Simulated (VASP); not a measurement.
# Pt3Pb (Pm-3m) in VASP: further runs, part 2 of 2

VASP 6.6.1. The steps go on from the part before.

## (3) Electric field gradients, LDA (volume scaled by 0.99)

File INCAR:

```
  ALGO = Normal
  EDIFF = 1E-8
  ENCUT = 520
  ISIF = 2
  ISMEAR = -1
  LASPH = T
  LCHARG = F
  LEFG = T
  LREAL = F
  LWAVE = F
  NBANDS = 30
  NELM = 80
  PREC = Accurate
  SIGMA = 0.03
```

File KPOINTS:

```
k-points
0
Gamma
  9 9 9
```

File POSCAR:

```
Pt3Pb
1.0
    4.0444279923      0.0000000000      0.0000000000
    0.0000000000      4.0444279923      0.0000000000
    0.0000000000      0.0000000000      4.0444279923
Pt Pb
3 1
Direct
    0.0000000000      0.5000000000      0.5000000000
    0.5000000000      0.0000000000      0.5000000000
    0.5000000000      0.5000000000      0.0000000000
    0.0000000000      0.0000000000      0.0000000000
```

Potentials or basis: VASP PAW LDA potentials, release 64 (Pt, Pb_d).

Command:

```
$ cat potpaw_LDA.64/Pt/POTCAR potpaw_LDA.64/Pb_d/POTCAR > POTCAR
$ mpirun -np 1 vasp_std > vasp.out
```

OUTCAR:

```text
EDIFF = 1E-8
   ENCUT = 520
   ISIF = 2
   ISMEAR = -1
   LASPH = T
   LREAL = F
   NELM = 80
   PREC = Accurate

 ion  position               nearest neighbor table
   1  0.000  0.500  0.500-   2 2.86   3 2.86   4 2.86   3 2.86   4 2.86   2 2.86   4 2.86   4 2.86
                             2 2.86   3 2.86   3 2.86   2 2.86
   2  0.500  0.000  0.500-   1 2.86   3 2.86   4 2.86   3 2.86   4 2.86   1 2.86   3 2.86   3 2.86
                             1 2.86   4 2.86   4 2.86   1 2.86
   3  0.500  0.500  0.000-   1 2.86   2 2.86   4 2.86   1 2.86   2 2.86   2 2.86   4 2.86   2 2.86
                             1 2.86   4 2.86   1 2.86   4 2.86
   4  0.000  0.000  0.000-   1 2.86   2 2.86   3 2.86   1 2.86   2 2.86   1 2.86   3 2.86   1 2.86
                             2 2.86   3 2.86   2 2.86   3 2.86

  LATTYP: Found a simple cubic cell.
 ALAT       =     4.0444279923

  Lattice vectors:

 A1 = (   4.0444279923,   0.0000000000,   0.0000000000)
 A2 = (   0.0000000000,   4.0444279923,   0.0000000000)
 A3 = (   0.0000000000,   0.0000000000,   4.0444279923)

Analysis of symmetry for initial positions (statically):
=====================================================================
 Subroutine PRICEL returns:
 Original cell was already a primitive cell.

 Routine SETGRP: Setting up the symmetry group for a
 simple cubic supercell.

 Subroutine GETGRP returns: Found 48 space group operations
 (whereof 48 operations were pure point group operations)
 out of a pool of 48 trial point group operations.

The static configuration has the point symmetry O_h .

Analysis of symmetry for dynamics (positions and initial velocities):
[... 959 lines left out ...]
     29      20.6131      0.00000
     30      21.2256      0.00000

 [... further k-points ...]
[... 5 lines left out ...]
  --------------------------------------------------------------------------------------
  -------------------------------------------------------------------------------------
  Total       -0.0419550     -0.0419550     -0.0419550     -0.0000000      0.0000000     -0.0000000
  in kB       -1.0160697     -1.0160697     -1.0160697     -0.0000000      0.0000000     -0.0000000
  external PRESSURE =      -1.0160697 kB  Pullay stress =       0.0000000 kB

 VOLUME and BASIS-vectors are now :
 -----------------------------------------------------------------------------
  energy-cutoff  :      520.00
  volume of cell :       66.16
      direct lattice vectors                 reciprocal lattice vectors
     4.044427992  0.000000000  0.000000000     0.247253753  0.000000000  0.000000000
     0.000000000  4.044427992  0.000000000     0.000000000  0.247253753  0.000000000
     0.000000000  0.000000000  4.044427992     0.000000000  0.000000000  0.247253753

 POSITION                                       TOTAL-FORCE (eV/Angst)
 -----------------------------------------------------------------------------------
      0.00000      2.02221      2.02221         0.000000      0.000000      0.000000
      2.02221      0.00000      2.02221         0.000000      0.000000      0.000000
      2.02221      2.02221      0.00000         0.000000      0.000000      0.000000
      0.00000      0.00000      0.00000         0.000000      0.000000      0.000000
 -----------------------------------------------------------------------------------
    total drift:                                0.000000      0.000000     -0.000000

  FREE ENERGIE OF THE ION-ELECTRON SYSTEM (eV)
  ---------------------------------------------------
  free  energy   TOTEN  =       -27.1341160462 eV

  energy  without entropy=      -27.1315560075  energy(sigma->0) =      -27.13283603

 Electric field gradients (V/A^2)
---------------------------------------------------------------------
 ion       V_xx      V_yy      V_zz      V_xy      V_xz      V_yz
---------------------------------------------------------------------
   1    -149.851    74.925    74.925    -0.000     0.000     0.000
   2      74.925  -149.851    74.925    -0.000    -0.000     0.000
   3      74.925    74.925  -149.851     0.000     0.000     0.000
   4      -0.000    -0.000    -0.000    -0.000     0.000     0.000
---------------------------------------------------------------------

 Electric field gradients after diagonalization (V/A^2)
 (convention: |V_zz| > |V_xx| > |V_yy|)
----------------------------------------------------------------------
 ion       V_xx      V_yy      V_zz     asymmetry (V_yy - V_xx)/ V_zz
----------------------------------------------------------------------
   1      74.925    74.925  -149.851       0.000
   2      74.925    74.925  -149.851       0.000
   3      74.925    74.925  -149.851       0.000
   4      -0.000    -0.000    -0.000      -0.222
----------------------------------------------------------------------

           NMR quadrupolar parameters

 Cq : quadrupolar parameter    Cq=e*Q*V_zz/h
 eta: asymmetry parameters     (V_yy - V_xx)/ V_zz
 Q  : nuclear electric quadrupole moment in mb (millibarn)
----------------------------------------------------------------------
 ion       Cq(MHz)       eta       Q (mb)
----------------------------------------------------------------------
   1      -0.362       0.000       1.000
   2      -0.362       0.000       1.000
   3      -0.362       0.000       1.000
   4      -0.000      -0.222       1.000
----------------------------------------------------------------------
```

It took 55 s on 1 thread of Intel Xeon Platinum 8375C at 2.90GHz (Ice Lake), shared host; peak memory 0.19 GiB.

What came out:

```yaml
Free_energy: -27.1341 eV
Pressure: -0.1 GPa
Band_gap_on_the_k_mesh: zero (band 22 reaches 11.49 eV, above the bottom of band 23 at 11.11 eV)
```

Electric field gradients, principal values (V/Å²):
```tsv
atom	least	middle	greatest (by size)
1 Pt	74.925	74.925	-149.851
2 Pt	74.925	74.925	-149.851
3 Pt	74.925	74.925	-149.851
4 Pb	0.000	0.000	0.000
```

Caveat: without QUAD_EFG the Cq values of the log hold for a quadrupole moment of 1 mb, not for the nuclei; spin-orbit coupling is left out, which moves the levels of the heavy elements.
